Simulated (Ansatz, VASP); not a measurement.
# Ba2Au: VASP beside Ansatz

Contents of INCAR:

```
PREC = Accurate
ENCUT = 540
EDIFF = 1E-6
ISMEAR = 0
SIGMA = 0.1
LREAL = F
LASPH = T
NELM = 120
ALGO = Normal
ISIF = 2
LWAVE = F
LCHARG = T
GGA = PE
LELF = T
LVHAR = T
NBANDS = 26
GGA_COMPAT = F
```

Contents of KPOINTS:

```
regular mesh
0
Gamma
  6 6 6
```

Contents of POSCAR:

```
Ba2Au
1.0
   -2.4688414949      2.4688414949      4.0491539171
    2.4688414949     -2.4688414949      4.0491539171
    2.4688414949      2.4688414949     -4.0491539171
Ba Au
2 1
Direct
    0.5930000000      0.5930000000      0.0000000000
    0.4070000000      0.4070000000      0.0000000000
    0.0000000000      0.0000000000      0.0000000000
```

Input for Ansatz:

```yaml
crystal:
  lattice:
    - [-2.4688414949, 2.4688414949, 4.0491539171]
    - [2.4688414949, -2.4688414949, 4.0491539171]
    - [2.4688414949, 2.4688414949, -4.0491539171]
  atoms:
    - { symbol: Ba, position: [0.593, 0.593, 0.0] }
    - { symbol: Ba, position: [0.407, 0.407, 0.0] }
    - { symbol: Au, position: [0.0, 0.0, 0.0] }
basis:
  ecutwfc: 420
kpoints:
  mp_grid: { grid: [6, 6, 6] }
hamiltonian:
  xc: pbe
scf:
  occupations: { method: gaussian, width: 0.1 }
  lower_state_search: "off"
output:
  forces: true
  stress: true
  eigenvalues: true
```

Alike in both runs: task single point; functional PBE; k mesh 6 × 6 × 6; occupations gaussian, width 0.1 eV; no spin polarisation.

|  | VASP | Ansatz |
| --- | --- | --- |
| version | VASP 6.6.1 | Ansatz 0.2.0 |
| potentials or method | VASP PAW PBE potentials, release 64 (Ba_sv, Au_sv_GW), cutoff 540 eV | scalar-relativistic, plane waves, PAW |
| valence electrons in the cell | 39 | 39 |

VASP gave:

| Quantity | Value |
| --- | --- |
| gap on the k mesh at the Fermi level (eV) | none |
| rms of the force components (eV/Å) | 106.949 |

Q: What did Ansatz give for the same quantities?

A: gap on the k mesh at the Fermi level (eV): none; rms of the force components (eV/Å): 98.901.

Atom by atom the forces differ by 8.048 eV/Å (rms over components). A gap of «none» marks a metal or a gap that the smearing closes.

Spin-orbit coupling is off throughout.
